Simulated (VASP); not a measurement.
# Mn (Fm-3m) in VASP: notebook, part 2 of 2

VASP 6.6.1. Earlier steps stand in the parts before.

## (4) Single point, PBEsol

The input, INCAR:

```
PREC = Accurate
ENCUT = 520
EDIFF = 1E-6
ISMEAR = 0
SIGMA = 0.1
LREAL = F
LASPH = T
NELM = 60
ALGO = Fast
ISIF = 2
LWAVE = F
LCHARG = F
GGA = PS
NBANDS = 12
```

The input, KPOINTS:

```
Automatic mesh
0
Gamma
  28 28 28
```

The input, POSCAR:

```
Mn
1.0
    0.0000000000      1.7300243438      1.7300243438
    1.7300243438      0.0000000000      1.7300243438
    1.7300243438      1.7300243438      0.0000000000
Mn
1
Direct
    0.5000000000      0.5000000000      0.5000000000
```

Potentials or basis: VASP PAW PBE potentials, release 64 (Mn_pv).

On the command line:

```bash
cat potpaw_PBE.64/Mn_pv/POTCAR > POTCAR
mpirun -np 1 vasp_std > vasp.out
```

OUTCAR:

```text
PREC = Accurate
   ENCUT = 520
   EDIFF = 1E-6
   ISMEAR = 0
   LREAL = F
   LASPH = T
   NELM = 60
   ISIF = 2
   GGA = PS

 ion  position               nearest neighbor table
   1  0.500  0.500  0.500-

  LATTYP: Found a face centered cubic cell.
 ALAT       =     3.4600486876

  Lattice vectors:

 A1 = (   0.0000000000,   1.7300243438,   1.7300243438)
 A2 = (   1.7300243438,   0.0000000000,   1.7300243438)
 A3 = (   1.7300243438,   1.7300243438,   0.0000000000)

Analysis of symmetry for initial positions (statically):
=====================================================================
 Subroutine PRICEL returns:
 Original cell was already a primitive cell.

 Routine SETGRP: Setting up the symmetry group for a
 face centered cubic supercell.

 Subroutine GETGRP returns: Found 48 space group operations
 (whereof 48 operations were pure point group operations)
 out of a pool of 48 trial point group operations.

The static configuration has the point symmetry O_h .

Analysis of symmetry for dynamics (positions and initial velocities):
=====================================================================
 Subroutine PRICEL returns:
 Original cell was already a primitive cell.

 Routine SETGRP: Setting up the symmetry group for a
 face centered cubic supercell.

 Subroutine GETGRP returns: Found 48 space group operations
 (whereof 48 operations were pure point group operations)
 out of a pool of 48 trial point group operations.

The dynamic configuration has the point symmetry O_h .

 Subroutine INISYM returns: Found 48 space group operations
 (whereof 48 operations are pure point group operations),
 and found     1 'primitive' translations

----------------------------------------------------------------------------------------

                                     Primitive cell

  volume of cell :      10.3559

  direct lattice vectors                    reciprocal lattice vectors
[... 107 lines left out ...]
  Fermi-wavevector in a.u.,A,eV,Ry     =   1.766012  3.337279 42.433845  3.118800
  Thomas-Fermi vector in A             =   2.833680
   LORBIT       =      0    0 simple, 1 ext, 2 COOP (PROOUT), +10 PAW based schemes
   GGA     = PS    functional components
   LHFCALC =     F    Hartree Fock is set to
   AEXX    =    0.0000 exact exchange contribution
   IVDW    =     0    specifies the selected vdW correction
   LEPSILON=     F    determine dielectric tensor
   LRPA    =     F    only Hartree local field effects (RPA)
 non-spin polarized calculation
 RMM-DIIS sequential band-by-band and
 Gauss-broadening in eV      SIGMA  =   0.10
  energy-cutoff  :      520.00
  volume of cell :       10.36
 maximum number of plane-waves:       295
   NGX =  9   NGY =  9   NGZ =  9

 number of electron      13.0000016 magnetization

 Free energy of the ion-electron system (eV)
  ---------------------------------------------------
  ext. energy  EPLUGINS =         0.00000000
  ---------------------------------------------------
  free energy    TOTEN  =        -9.67810161 eV

  energy without entropy =       -9.67102017  energy(sigma->0) =       -9.67456089

 E-fermi :  10.8650     XC(G=0): -14.4180

 val. band max:       10.8635054939   @ k =  -0.3214   0.2857   0.0000
 cond. band min:      10.8666756536   @ k =   0.2500   0.1786   0.0357
 fundamental gap:      0.0031701597
 Fermi energy:        10.8650278301

 k-point     1 :       0.0000    0.0000    0.0000
  band No.  band energies     occupation
      1     -36.6066      2.00000
      2     -36.6066      2.00000
      3     -36.6066      2.00000
      4       2.3718      2.00000
      5       9.6572      2.00000
      6       9.6572      2.00000
      7       9.6572      2.00000
      8      11.4263      0.00000
      9      11.4263      0.00000
     10      32.5153      0.00000
     11      38.5395      0.00000
     12      38.5395      0.00000
[... 331 lines left out ...]
 k-point    24 :       0.3214    0.0357    0.0000
  band No.  band energies     occupation
      1     -37.2033      2.00000
      2     -36.6936      2.00000
      3     -36.6821      2.00000
      4       5.5169      2.00000
      5       9.1926      2.00000
      6       9.8002      2.00000
      7       9.8695      2.00000
      8      11.8292      0.00000
      9      12.0393      0.00000
     10      25.3271      0.00000
     11      32.5578      0.00000
     12      37.3546      0.00000

 [... further k-points ...]
[... 5 lines left out ...]
  --------------------------------------------------------------------------------------
  -------------------------------------------------------------------------------------
  Total       -0.0022494     -0.0022494     -0.0022494     -0.0000000     -0.0000000      0.0000000
  in kB       -0.3480139     -0.3480139     -0.3480139     -0.0000000     -0.0000000      0.0000000
  external PRESSURE =      -0.3480139 kB  Pullay stress =       0.0000000 kB

 VOLUME and BASIS-vectors are now :
 -----------------------------------------------------------------------------
  energy-cutoff  :      520.00
  volume of cell :       10.36
      direct lattice vectors                 reciprocal lattice vectors
     0.000000000  1.730024344  1.730024344    -0.289013274  0.289013274  0.289013274
     1.730024344  0.000000000  1.730024344     0.289013274 -0.289013274  0.289013274
     1.730024344  1.730024344  0.000000000     0.289013274  0.289013274 -0.289013274

 POSITION                                       TOTAL-FORCE (eV/Angst)
 -----------------------------------------------------------------------------------
      1.73002      1.73002      1.73002         0.000000      0.000000     -0.000000
 -----------------------------------------------------------------------------------
    total drift:                               -0.000000     -0.000000     -0.000000

  FREE ENERGIE OF THE ION-ELECTRON SYSTEM (eV)
  ---------------------------------------------------
  free  energy   TOTEN  =        -9.6781016143 eV

  energy  without entropy=       -9.6710201684  energy(sigma->0) =       -9.67456089
```

OSZICAR:

```text
N       E                     dE             d eps       ncg     rms          rms(c)
DAV:   1     0.753537356536E+02    0.75354E+02   -0.80991E+03 15164   0.146E+03
DAV:   2    -0.102896276437E+02   -0.85643E+02   -0.82337E+02 15248   0.313E+02
DAV:   3    -0.115331525289E+02   -0.12435E+01   -0.12402E+01 16356   0.444E+01
DAV:   4    -0.115398600928E+02   -0.67076E-02   -0.67073E-02 16184   0.317E+00
DAV:   5    -0.115399384811E+02   -0.78388E-04   -0.78388E-04 16340   0.341E-01    0.146E+01
RMM:   6    -0.973933009625E+01    0.18006E+01   -0.45661E+00 17331   0.270E+01    0.189E+00
RMM:   7    -0.969259066823E+01    0.46739E-01   -0.97060E-02 17878   0.415E+00    0.839E-01
RMM:   8    -0.967891695652E+01    0.13674E-01   -0.92962E-03 17611   0.131E+00    0.289E-01
RMM:   9    -0.967809057888E+01    0.82638E-03   -0.25448E-03 17967   0.738E-01    0.266E-02
RMM:  10    -0.967810405725E+01   -0.13478E-04   -0.23954E-04 19385   0.228E-01    0.260E-02
RMM:  11    -0.967809267974E+01    0.11378E-04   -0.32802E-05 18706   0.858E-02    0.195E-02
RMM:  12    -0.967810113291E+01   -0.84532E-05   -0.12576E-05 18374   0.502E-02    0.501E-03
RMM:  13    -0.967810161430E+01   -0.48139E-06   -0.21303E-06 13113   0.184E-02
   1 F= -.96781016E+01 E0= -.96745609E+01  d E =-.708145E-02
```

stdout:

```text
POSCAR found type information on POSCAR Mn
 POSCAR found :  1 types and       1 ions
 scaLAPACK will be used
 -----------------------------------------------------------------------------
|                                                                             |
|                                                                             |
|     You enforced a specific xc type in the INCAR file but a different       |
|     I HOPE YOU KNOW WHAT YOU ARE DOING!                                     |
|                                                                             |
 -----------------------------------------------------------------------------

 LDA part: xc-table for (Slater+PW92), standard interpolation
 POSCAR, INCAR and KPOINTS ok, starting setup
 FFT: planning ... GRIDC
 FFT: planning ... GRID_SOFT
 FFT: planning ... GRID
 WAVECAR not read
 entering main loop
```

It took 28 s on 1 thread of Intel Xeon 6975P-C (Granite Rapids), shared host; peak memory 0.18 GiB.

What came out:

| Quantity | Value |
| --- | --- |
| Free energy | -9.6781 eV |
| Pressure | 0.0 GPa |

Caveat: the PAW data sets were made with another functional, which shifts forces and pressure a little; the run has no spin polarisation, though such a crystal can be magnetic.

## (5) Relaxation of cell and atoms, PBEsol

The input, INCAR:

```
SYSTEM = Mn
PREC = Accurate
ENCUT = 600
EDIFF = 1E-6
ISMEAR = 0
SIGMA = 0.1
LREAL = .False.
LASPH = .True.
NELM = 60
ALGO = Normal
ISIF = 3
LWAVE = .False.
LCHARG = .False.
GGA = PS
IBRION = 2
NSW = 100
EDIFFG = -0.01
```

The input, KPOINTS:

```
Automatic mesh
0
Gamma
  28 28 28
  0 0 0
```

The input, POSCAR:

```
Mn
1.0
    0.0000000000      1.7293154023      1.7293154023
    1.7293154023      0.0000000000      1.7293154023
    1.7293154023      1.7293154023      0.0000000000
Mn
1
Direct
    0.5000000000      0.5000000000      0.5000000000
```

On the command line:

```bash
cat potpaw_PBE.64/Mn_pv/POTCAR > POTCAR
mpirun -np 1 vasp_std > vasp.out
```

Run time: 2.7 min. Hardware: 1 thread of AMD EPYC 7R13, shared host; peak memory 0.17 GiB.

The run converged. Its results:

```
Free energy                            : -9.6780 eV
Relaxed volume                         : 10.35 Å³/atom
Relaxed cell                           : a = 2.446 Å, b = 2.446 Å, c = 2.446 Å, α = 60.00°, β = 60.00°, γ = 60.00°
Space group after relaxing (to 0.05 Å) : Fm-3m (No. 225)
Energy gained by relaxing              : 0.0 meV/atom
Ionic steps                            : 3
Pressure after relaxing                : 0.0 GPa
```

Final structure:
```
Mn
1.0
     0.00000    1.72967    1.72967
     1.72967    0.00000    1.72967
     1.72967    1.72967    0.00000
Mn
1
Cartesian
  1.7297 1.7297 1.7297
```

Levels at points of the mesh, in eV from the Fermi level:
| k point | band 4 | band 5 | band 6 | band 7 | band 8 | band 9 | band 10 |
| --- | --- | --- | --- | --- | --- | --- | --- |
| (0.00, 0.00, 0.00) | -8.50 | -1.21 | -1.21 | -1.21 | 0.56 | 0.56 | 21.65 |
| (0.50, 0.00, 0.00) | -4.74 | -1.35 | -1.35 | 0.53 | 1.82 | 1.82 | 9.46 |
| (0.50, 0.50, 0.00) | -4.99 | -4.14 | 1.76 | 2.15 | 2.15 | 3.67 | 12.74 |

Caveat: the PAW data sets were made with another functional, which shifts forces and pressure a little; the run has no spin polarisation, though such a crystal can be magnetic. Spin polarisation is off, so any magnetic state and its effect on volume and gap are missing.

## (6) Overview

```tsv
task	cell	k mesh	cutoff (eV)	gap on the mesh (eV)	pressure (GPa)
single point	a = 2.446 Å, angles 60.0°, 1 atom	8 × 8 × 8	520	none	0.4
relaxation of cell and atoms	relaxed from a = 2.446 Å, angles 60.0°, 1 atom	8 × 8 × 8	600	none	0.0
single point	a = 2.447 Å, angles 60.0°, 1 atom	28 × 28 × 28	520	none	0.0
relaxation of cell and atoms	relaxed from a = 2.446 Å, angles 60.0°, 1 atom	28 × 28 × 28	600	none	0.0
```

Alike in all rows: level PBEsol; potentials or basis VASP PAW PBE potentials, release 64 (Mn_pv); no spin polarisation; smearing gaussian 0.1 eV.

Caveats: some runs use coarse meshes; the PAW data sets were made with another functional, which shifts forces and pressure a little; the run has no spin polarisation, though such a crystal can be magnetic; the relaxation stopped at its first step, so nothing moved (some runs).

Absolute energies hang on the potentials; compare differences alone.
